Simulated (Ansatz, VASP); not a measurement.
## Two plane-wave programs on TiB2

```
CELL_PARAMETERS angstrom
3.02920 0.00000 0.00000
-1.51460 2.62336 0.00000
0.00000 0.00000 3.22840
ATOMIC_POSITIONS crystal
Ti 0.00000 0.00000 0.00000
B 0.33333 0.66667 0.50000
B 0.66667 0.33333 0.50000
```

Alike in both runs: task single point; functional PBE; k mesh 6 × 6 × 6; occupations gaussian, width 0.1 eV; no spin polarisation.

```csv
,VASP,Ansatz
version,VASP 6.6.1,Ansatz 0.2.0
potentials or method,"VASP PAW PBE potentials, release 64 (Ti_sv, B), cutoff 500 eV","scalar-relativistic, plane waves, PAW"
valence electrons in the cell,18,18
```

|  | VASP | Ansatz | Ansatz less VASP |
| --- | --- | --- | --- |
| gap on the k mesh at the Fermi level (eV) | none | none | - |
| pressure (GPa) | 0.7 | 0.5 | -0.20 |
| traceless stress, the component that is largest in VASP (GPa) | -1.72 | -1.74 | -0.020 |

A gap of «none» marks a metal or a gap that the smearing closes.

The k mesh is coarse, so the values compare programs but aren't converged.
